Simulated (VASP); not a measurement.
A run of VASP 6.6.1 is set up as follows.

Contents of INCAR:

```
SYSTEM = Zr2Ge
  PREC = Accurate
  ENCUT = 600
  EDIFF = 1E-7
  ISMEAR = 0
  SIGMA = 0.1
  LREAL = .FALSE.
  LASPH = .TRUE.
  NELM = 100
  ALGO = Fast
  ISIF = 3
  LWAVE = .FALSE.
  LCHARG = .FALSE.
  GGA = PE
  IBRION = 2
  NSW = 90
  EDIFFG = -0.04
```

KPOINTS

```
regular mesh
0
G
  4 4 6
  0 0 0
```

Contents of POSCAR:

```
Zr2Ge
1.0
    2.7591298141     -3.5444805451      0.0000000000
    2.7591298141      3.5444805451      0.0000000000
    0.0000000000      0.0000000000      3.6332357877
Zr Ge
2 1
Direct
    0.2741839461      0.7258160539      0.0000000000
    0.7258160539      0.2741839461      0.0000000000
    0.0000000000      0.0000000000      0.5000000000
```

Potentials or basis: VASP PAW PBE potentials, release 64 (Zr_sv, Ge_d).

Launch:

```bash
$ cat potpaw_PBE.64/Zr_sv/POTCAR potpaw_PBE.64/Ge_d/POTCAR > POTCAR
$ mpirun -np 1 vasp_std > vasp.out
```

Estimate the space group after relaxing (to 0.05 Å).

Cmmm (No. 65).

Estimate the relaxed volume.

23.85 Å³/atom.

What does it give for the band gap on the k mesh?

Zero (band 19 reaches 7.98 eV, above the bottom of band 20 at 6.77 eV).

Predict the relaxed cell.

a = 4.510 Å, b = 4.510 Å, c = 3.624 Å, α = 90.00°, β = 90.00°, γ = 104.02°.

The path:
| step | energy change (eV) | largest force (eV/Å) | pressure (GPa) | volume (Å³) |
| --- | --- | --- | --- | --- |
| 1 | 0.0000 | 0.0054 | 0.10 | 71.06 |
| 2 | -0.0009 | 0.0215 | 0.25 | 71.21 |
| 3 | 0.0049 | 0.0445 | 0.08 | 71.65 |
| 4 | -0.0014 | 0.0576 | 0.07 | 71.46 |
| 5 | -0.0015 | 0.0563 | 0.10 | 71.39 |
| 6 | -0.0016 | 0.0387 | -0.10 | 71.54 |

Caveat: the k points lie up to 0.36 Å⁻¹ apart in the final cell.
